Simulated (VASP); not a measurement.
Al: single point with LDA

The system is Al, a slab with vacuum.

```
Al
1.0
     2.81457    0.00000    0.00000
    -1.40728    9.56381    0.00000
     0.00000    0.00000   18.71399
Al
9
Cartesian
  1.4073 0.6212 7.0000
  1.4073 3.2710 7.9821
  0.0000 5.7138 8.1785
  1.4073 8.1565 8.3749
  0.0006 1.2220 9.3613
  -0.0054 3.8650 10.4746
  1.4049 6.3061 10.6267
  -0.0076 8.7137 10.8048
  1.4128 1.7361 11.7132
```

```
Program             : VASP 6.6.1
Task                : single point
Functional          : LDA
Potentials or basis : VASP PAW LDA potentials, release 64 (Al)
Cutoff              : 520 eV
k mesh              : 10 × 3 × 1
Occupations         : gaussian, width 0.1 eV
Spin                : no spin polarisation
```

* Largest force: 0.170 eV/Å

Forces in eV/Å, atoms in the order of the input:
```
Al  -0.006  0.158  0.041
Al   0.004  0.034  0.065
Al   0.001 -0.066  0.029
Al   0.003 -0.105 -0.133
Al   0.002  0.011  0.004
Al   0.002 -0.012 -0.007
Al  -0.004 -0.008 -0.002
Al  -0.002 -0.003 -0.001
Al   0.001 -0.009  0.003
```

Levels at points of the mesh, in eV from the Fermi level:
```tsv
k point	band 12	band 13	band 14	band 15	band 16	band 17
(0.00, 0.00, 0.00)	-1.69	-1.52	-1.14	0.89	1.86	1.93
(0.50, 0.00, 0.00)	-0.94	-0.61	-0.57	-0.23	0.12	1.29
```

It took 4.1 min on 1 thread of Intel(R) Xeon(R) 6975P-C (Granite Rapids), with other jobs on the host, peak memory 0.45 GiB.
